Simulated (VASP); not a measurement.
# SnC3 (P6/mmm) in VASP: single point with PBE

Aim: the single point of SnC3 with PBE.

Everything below comes from runs of VASP 6.6.1. Logs are shortened: lines on timing, memory, paths and dates and some standing lists are left out, and cuts for length are marked.

## (1) The cell of the first run

The structure is hexagonal, space group P6/mmm (No. 191). Conventional cell: a = 6.307 Å, b = 6.307 Å, c = 2.874 Å, α = 90.00°, β = 90.00°, γ = 120.00°. Within 2.8 Å of Sn (site symmetry -6m2) lie 6 C at 2.13 Å. Within 2.7 Å of C (site symmetry mm2) lie 2 C at 2.08 Å and 2 Sn at 2.13 Å.

## (2) Single point, PBE

INCAR

```
SYSTEM = SnC3
ALGO     = Normal         ! electronic algorithm
EDIFF    = 1E-7           ! SCF threshold, eV
ENCUT    = 520            ! plane-wave cutoff, eV
GGA      = PE             ! functional
ISIF     = 2              ! what is computed and relaxed
ISMEAR   = 0              ! smearing method
LASPH    = .True.         ! aspherical terms in the spheres
LCHARG   = .False.        ! write CHGCAR
LREAL    = .False.        ! projectors in reciprocal space
LWAVE    = .False.        ! write WAVECAR
NBANDS   = 36             ! bands
NELM     = 100            ! most SCF steps
PREC     = Accurate       ! precision mode
SIGMA    = 0.1            ! smearing width, eV
```

KPOINTS

```
k-points
0
Gamma
  3 3 6
  0 0 0
```

POSCAR

```
SnC3
1.0
    6.3068455800      0.0000000000      0.0000000000
   -3.1534227900      5.4618884900      0.0000000000
    0.0000000000      0.0000000000      2.8742434300
Sn C
2 6
Direct
    0.3333333300      0.6666666700      0.0000000000
    0.6666666700      0.3333333300      0.0000000000
    0.8099998000      0.1900002000      0.5000000000
    0.8099998000      0.6199996000      0.5000000000
    0.3800004000      0.1900002000      0.5000000000
    0.1900002000      0.8099998000      0.5000000000
    0.1900002000      0.3800004000      0.5000000000
    0.6199996000      0.8099998000      0.5000000000
```

Potentials or basis: VASP PAW PBE potentials, release 64 (Sn_d, C).

The run is started by

```sh
> cat potpaw_PBE.64/Sn_d/POTCAR potpaw_PBE.64/C/POTCAR > POTCAR
> mpirun -np 1 vasp_std > vasp.out
```

OUTCAR:

```text
SYSTEM = SnC3
   EDIFF = 1E-7
   ENCUT = 520
   GGA = PE
   ISIF = 2
   ISMEAR = 0
   LASPH = .True.
   LREAL = .False.
   NELM = 100
   PREC = Accurate

 ion  position               nearest neighbor table
   1  0.333  0.667  0.000-   6 2.13   6 2.13   7 2.13   7 2.13   8 2.13   8 2.13   2 3.64   2 3.64
                             2 3.64
   2  0.667  0.333  0.000-   3 2.13   3 2.13   4 2.13   4 2.13   5 2.13   5 2.13   1 3.64   1 3.64
                             1 3.64
   3  0.810  0.190  0.500-   2 2.13   2 2.13
   4  0.810  0.620  0.500-   2 2.13   2 2.13
   5  0.380  0.190  0.500-   2 2.13   2 2.13
   6  0.190  0.810  0.500-   1 2.13   1 2.13
   7  0.190  0.380  0.500-   1 2.13   1 2.13
   8  0.620  0.810  0.500-   1 2.13   1 2.13

  LATTYP: Found a hexagonal cell.
 ALAT       =     6.3068455800
 C/A-ratio  =     0.4557339154

  Lattice vectors:

 A1 = (   6.3068455800,   0.0000000000,   0.0000000000)
 A2 = (  -3.1534227900,   5.4618884900,   0.0000000000)
 A3 = (   0.0000000000,   0.0000000000,   2.8742434300)

Analysis of symmetry for initial positions (statically):
=====================================================================
 Subroutine PRICEL returns:
 Original cell was already a primitive cell.

 Routine SETGRP: Setting up the symmetry group for a
 hexagonal supercell.

 Subroutine GETGRP returns: Found 24 space group operations
 (whereof 24 operations were pure point group operations)
 out of a pool of 24 trial point group operations.

The static configuration has the point symmetry D_6h.

Analysis of symmetry for dynamics (positions and initial velocities):
=====================================================================
 Subroutine PRICEL returns:
 Original cell was already a primitive cell.

 Routine SETGRP: Setting up the symmetry group for a
 hexagonal supercell.

 Subroutine GETGRP returns: Found 24 space group operations
 (whereof 24 operations were pure point group operations)
 out of a pool of 24 trial point group operations.

The dynamic configuration has the point symmetry D_6h.

 Subroutine INISYM returns: Found 24 space group operations
 (whereof 24 operations are pure point group operations),
 and found     1 'primitive' translations

[... 96 lines left out ...]
   NSW    =      0    number of steps for IOM
   IBRION =     -1    ionic relax: 0-MD 1-quasi-New 2-CG
   NFREE  =      0    steps in history (QN), initial steepest desc. (CG)
   ISIF   =      2    stress and relaxation
   ISYM   =      2    0-nonsym 1-usesym 2-fastsym
   POTIM  = 0.5000    time-step for ionic-motion
   TEBEG  =    0.0;   TEEND  =   0.0 temperature during run
   PSTRESS=    0.0 pullay stress
   NELECT =      52.0000    total number of electrons
   NUPDOWN=      -1.0000    fix difference up-down
   EMIN   =  10.00;   EMAX   =-10.00  energy-range for DOS
   EFERMI =   0.00;   METHOD = LEGACY
   ISMEAR =     0;   SIGMA  =   0.10  broadening in eV -4-tet -1-fermi 0-gaus
   EFERMI_NEDOS =   21; number of points for ismear=-14 and -15
   IALGO  =     38    algorithm
   IMIX   =      4    mixing-type and parameters
     AMIX     =   0.40;   BMIX     =  1.00
     AMIX_MAG =   1.60;   BMIX_MAG =  1.00
  volume/ion in A,a.u.               =      12.38        83.52
  Fermi-wavevector in a.u.,A,eV,Ry     =   1.320839  2.496023 23.736923  1.744615
  Thomas-Fermi vector in A             =   2.450636
   LORBIT       =      0    0 simple, 1 ext, 2 COOP (PROOUT), +10 PAW based schemes
   GGA     = PE    functional components
   LHFCALC =     F    Hartree Fock is set to
   AEXX    =    0.0000 exact exchange contribution
   IVDW    =     0    specifies the selected vdW correction
   LEPSILON=     F    determine dielectric tensor
   LRPA    =     F    only Hartree local field effects (RPA)
 non-spin polarized calculation
 Gauss-broadening in eV      SIGMA  =   0.10
  energy-cutoff  :      520.00
  volume of cell :       99.01
 maximum number of plane-waves:      2682
 NGX is ok and might be reduce to    48
   NGX = 23   NGY = 23   NGZ = 11

 number of electron      52.0000020 magnetization

 Free energy of the ion-electron system (eV)
  ---------------------------------------------------
  ext. energy  EPLUGINS =         0.00000000
  ---------------------------------------------------
  free energy    TOTEN  =       -39.70896543 eV

  energy without entropy =      -39.68069843  energy(sigma->0) =      -39.69483193

 E-fermi :   6.2399     XC(G=0): -10.9317

 val. band max:        6.1222247767   @ k =   0.3333   0.3333   0.0000
 cond. band min:       6.2461399027   @ k =   0.3333  -0.0000   0.3333
 fundamental gap:      0.1239151261
 Fermi energy:         6.2399062823

 k-point     1 :       0.0000    0.0000    0.0000
  band No.  band energies     occupation
      1     -15.0386      2.00000
      2     -15.0218      2.00000
      3     -14.6006      2.00000
      4     -14.6006      2.00000
      5     -14.5996      2.00000
      6     -14.5996      2.00000
[... 457 lines left out ...]
     35      11.7035      0.00000
     36      11.7147      0.00000

------------------------ aborting loop because EDIFF is reached ----------------------------------------

  FORCE on cell =-STRESS in cart. coord.  units (eV):
  Direction    XX          YY          ZZ          XY          YZ          ZX
  --------------------------------------------------------------------------------------
  -------------------------------------------------------------------------------------
  Total       -7.9857649     -7.9857649     31.8993377      0.0000000     -0.0000000      0.0000000
  in kB     -129.2255909   -129.2255909    516.1948582      0.0000000     -0.0000000      0.0000000
  external PRESSURE =      85.9145588 kB  Pullay stress =       0.0000000 kB

 VOLUME and BASIS-vectors are now :
 -----------------------------------------------------------------------------
  energy-cutoff  :      520.00
  volume of cell :       99.01
      direct lattice vectors                 reciprocal lattice vectors
     6.306845580  0.000000000  0.000000000     0.158557870  0.091543429  0.000000000
    -3.153422790  5.461888490  0.000000000     0.000000000  0.183086858  0.000000000
     0.000000000  0.000000000  2.874243430     0.000000000  0.000000000  0.347917643

 POSITION                                       TOTAL-FORCE (eV/Angst)
 -----------------------------------------------------------------------------------
     -0.00000      3.64126      0.00000        -0.000000     -0.000000     -0.000000
      3.15342      1.82063      0.00000         0.000000      0.000000      0.000000
      4.50939      1.03776      1.43712         4.848686     -2.799390     -0.000000
      3.15342      3.38637      1.43712         0.000000      5.598781      0.000000
      1.79745      1.03776      1.43712        -4.848686     -2.799390     -0.000000
     -1.35597      4.42413      1.43712        -4.848686      2.799390     -0.000000
      0.00000      2.07552      1.43712         0.000000     -5.598781     -0.000000
      1.35597      4.42413      1.43712         4.848686      2.799390     -0.000000
 -----------------------------------------------------------------------------------
    total drift:                               -0.000000      0.000000     -0.000000

  FREE ENERGIE OF THE ION-ELECTRON SYSTEM (eV)
  ---------------------------------------------------
  free  energy   TOTEN  =       -39.7089654318 eV

  energy  without entropy=      -39.6806984276  energy(sigma->0) =      -39.69483193
```

stdout:

```text
POSCAR found type information on POSCAR SnC
 POSCAR found :  2 types and       8 ions
 scaLAPACK will be used
 LDA part: xc-table for (Slater+PW92), standard interpolation
 POSCAR, INCAR and KPOINTS ok, starting setup
 FFT: planning ... GRIDC
 FFT: planning ... GRID_SOFT
 FFT: planning ... GRID
 WAVECAR not read
 entering main loop
```

Run time: 41 s. Hardware: 1 thread of Intel Xeon Platinum 8259CL at 2.50GHz (Skylake/Cascade Lake), shared host; peak memory 0.22 GiB.

What came out:

| Item | Value |
| --- | --- |
| Free energy | -39.7090 eV |
| Pressure | 8.6 GPa |
| Largest force | 5.599 eV/Å |
| Band gap on the k mesh | zero (band 26 reaches 8.41 eV, above the bottom of band 27 at 5.29 eV) |

Forces on the atoms (eV/Å):
```
Sn   0.000  0.000  0.000
Sn   0.000  0.000  0.000
C    4.849 -2.799  0.000
C    0.000  5.599  0.000
C   -4.849 -2.799  0.000
C   -4.849  2.799  0.000
C    0.000 -5.599  0.000
C    4.849  2.799  0.000
```

Stress tensor (GPa, compression positive):
```
-12.92   0.00   0.00
  0.00 -12.92   0.00
  0.00   0.00  51.62
```

Levels at points of the mesh, in eV from the Fermi level:
```
           k point  band 23  band 24  band 25  band 26  band 27  band 28  band 29  band 30
(0.00, 0.00, 0.00)    -0.97     1.04     1.04     1.15     1.41     1.44     1.44     2.56
(0.00, 0.00, 0.50)    -3.43    -1.80    -0.55    -0.55    -0.27    -0.27     2.23     2.89
```

Caveat: the k points lie up to 0.38 Å⁻¹ apart; spin-orbit coupling is left out, which moves the levels of the heavy elements; forces of over 1 eV/Å act on the atoms, so gaps and moduli don't describe the material at rest.
